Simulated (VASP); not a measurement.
Ca, 1 atom in the cell. It takes space group I4/mmm (No. 139, tetragonal). Conventional cell: a = 4.729 Å, b = 4.729 Å, c = 4.020 Å, α = 90.00°, β = 90.00°, γ = 90.00°. Ca (site symmetry 4/mmm) has 14 Ca at 3.90 to 4.73 Å within 5.1 Å.  This cell differs from its parent crystal: ratio of the length along z to the lengths across it x 0.85, volume and fractional coordinates fixed.

| Quantity | Value |
| --- | --- |
| Program | VASP 6.6.1 |
| Task | single point |
| Functional | PBE |
| Potentials or basis | VASP PAW PBE potentials, release 64 (Ca_sv) |
| Cutoff | 520 eV |
| k mesh | 16 × 16 × 16 |
| Occupations | gaussian, width 0.15 eV |
| Spin | no spin polarisation |
| Dipole correction | no |
| Further INCAR settings | ALGO = Fast; EDIFF = 1e-06; NBANDS = 11 |

Potentials or basis: VASP PAW PBE potentials, release 64 (Ca_sv).

Run with:

```sh
$ cat potpaw_PBE.64/Ca_sv/POTCAR > POTCAR
$ mpirun -np 1 vasp_std > vasp.out
```

Hardware: 1 thread of Intel(R) Xeon(R) 6975P-C (Granite Rapids) (shared host).

Task: Estimate the wall time of this run.

Result: Wall time 78 s on 1 thread of Intel(R) Xeon(R) 6975P-C (Granite Rapids), on a shared host, peak memory 0.29 GiB. Counts: scf iterations 14, k points 349.
